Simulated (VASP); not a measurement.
## Ga: single point with BLYP

Ga:

```
Ga
1.0
     2.86817    0.00000    0.00000
     0.00000    2.86817    0.00000
     0.00000    0.00000    2.86817
Ga
1
Cartesian
  0.0000 0.0000 0.0000
```

This cell differs from its parent crystal: volume scaled by 1.04.

```json
{"Program": "VASP 6.6.1", "Task": "single point", "Functional": "BLYP", "Potentials or basis": "VASP PAW PBE potentials, release 64 (Ga_d)", "Cutoff": "520 eV", "k mesh": "13 × 13 × 13", "Occupations": "fermi-dirac, width 0.1 eV", "Spin": "no spin polarisation", "Dipole correction": "no", "Further INCAR settings": "ALGO = Normal; EDIFF = 1e-07; NBANDS = 12"}
```

```json
{"Pressure": "-1.0 GPa"}
```

Levels at points of the mesh, in eV from the Fermi level:
```tsv
k point	band 3	band 4	band 5	band 6	band 7	band 8	band 9	band 10
(0.00, 0.00, 0.00)	-14.72	-14.72	-14.72	-9.61	7.72	7.72	7.72	11.04
```

Wall time 31 s on 1 thread of AMD EPYC 7R13 Processor (Zen 3), with other jobs on the host, peak memory 0.12 GiB.

Caveat: the PAW data sets were made with another functional, which shifts forces and pressure a little.
